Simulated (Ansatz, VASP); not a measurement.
C: VASP beside Ansatz

```
C
1.0
     2.50320    0.00000    0.00000
    -1.25160    2.16783    0.00000
     0.00000    0.00000    4.16887
C
4
Direct
  0.33333 0.66667 0.00023
  0.66667 0.33333 0.50023
  0.33333 0.66667 0.37477
  0.66667 0.33333 0.87477
```

Alike in both runs: task single point; functional PBE; k mesh 12 × 12 × 6; occupations fermi-dirac, width 0.02 eV; no spin polarisation.

|  | VASP | Ansatz |
| --- | --- | --- |
| version | VASP 6.6.1 | Ansatz 0.2.0 |
| potentials or method | VASP PAW PBE potentials, release 64 (C) | plane waves, PAW |
| plane-wave cutoff (eV) | 520 | 420 |
| valence electrons in the cell | 16 | 16 |

Ansatz gave:

- gap on the k mesh at the Fermi level (eV): 3.32
- pressure (GPa): 4.2
- traceless stress, the component that is largest in VASP (GPa): -0.45
- rms of the force components (eV/Å): 0.007

Q: What did VASP give for the same quantities?

A: gap on the k mesh at the Fermi level (eV): 3.31; pressure (GPa): 4.8; traceless stress, the component that is largest in VASP (GPa): -0.55; rms of the force components (eV/Å): 0.009.

Atom by atom the forces differ by 0.003 eV/Å (rms over components). With one functional, cell and mesh, what is left measures potentials, basis and numerics.
